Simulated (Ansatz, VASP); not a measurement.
## Two plane-wave programs on SiC

File INCAR:

```
SYSTEM = SiC
PREC = Accurate
ENCUT = 520
EDIFF = 1E-6
ISMEAR = -1
SIGMA = 0.05
LREAL = .FALSE.
LASPH = .TRUE.
NELM = 80
ALGO = Normal
ISIF = 2
LWAVE = .FALSE.
LCHARG = .FALSE.
GGA = VW
NBANDS = 16
```

Contents of KPOINTS:

```
regular mesh
0
G
  10 10 5
  0 0 0
```

POSCAR

```
SiC
1.0
    3.0553550827      0.0000000000      0.0000000000
   -1.5276775413      2.6460151191      0.0000000000
    0.0000000000      0.0000000000      5.0141197845
Si C
2 2
Direct
    0.6666666667      0.3333333333      0.5000000000
    0.3333333333      0.6666666667      0.0000000000
    0.6666666667      0.3333333333      0.8850000000
    0.3333333333      0.6666666667      0.3850000000
```

input.yaml

```yaml
crystal:
  lattice:
    - [3.0553550827, 0.0, 0.0]
    - [-1.5276775413, 2.6460151191, 0.0]
    - [0.0, 0.0, 5.0141197845]
  atoms:
    - { symbol: Si, position: [0.6666666667, 0.3333333333, 0.5] }
    - { symbol: Si, position: [0.3333333333, 0.6666666667, 0.0] }
    - { symbol: C, position: [0.6666666667, 0.3333333333, 0.885] }
    - { symbol: C, position: [0.3333333333, 0.6666666667, 0.385] }
hamiltonian:
  xc: { exchange: slater, correlation: vwn5 }
  pseudopotentials: { kind: paw }
kpoints:
  mp_grid: { grid: [10, 10, 5] }
scf:
  occupations: { method: fermi_dirac, width: 0.05 }
output:
  forces: true
  stress: true
  eigenvalues: true
```

Alike in both runs: task single point; functional SVWN5; k mesh 10 × 10 × 5; occupations fermi-dirac, width 0.05 eV; no spin polarisation.

```csv
,VASP,Ansatz
version,VASP 6.6.1,Ansatz 0.2.0
potentials or method,"VASP PAW PBE potentials, release 64 (Si, C)",Ansatz PAW
plane-wave cutoff (eV),520,420
valence electrons in the cell,16,16
```

|  | VASP | Ansatz | Ansatz less VASP |
| --- | --- | --- | --- |
| gap on the k mesh at the Fermi level (eV) | 2.33 | 2.34 | +0.009 |
| least direct gap on the mesh (eV) | 4.03 | 4.03 | -0.005 |
| pressure (GPa) | 1.7 | 0.4 | -1.36 |
| traceless stress, the component that is largest in VASP (GPa) | -3.48 | -3.38 | +0.104 |
| rms of the force components (eV/Å) | 0.447 | 0.441 | -0.0060 |

VASP's potentials were made for PBE, not for SVWN5. Atom by atom the forces differ by 0.006 eV/Å (rms over components). With one functional, cell and mesh, what is left measures potentials, basis and numerics.

Noted on Ansatz's run: odd divisions of the mesh miss points on the zone boundary, where band edges often lie, so the gap on the mesh can be too wide.
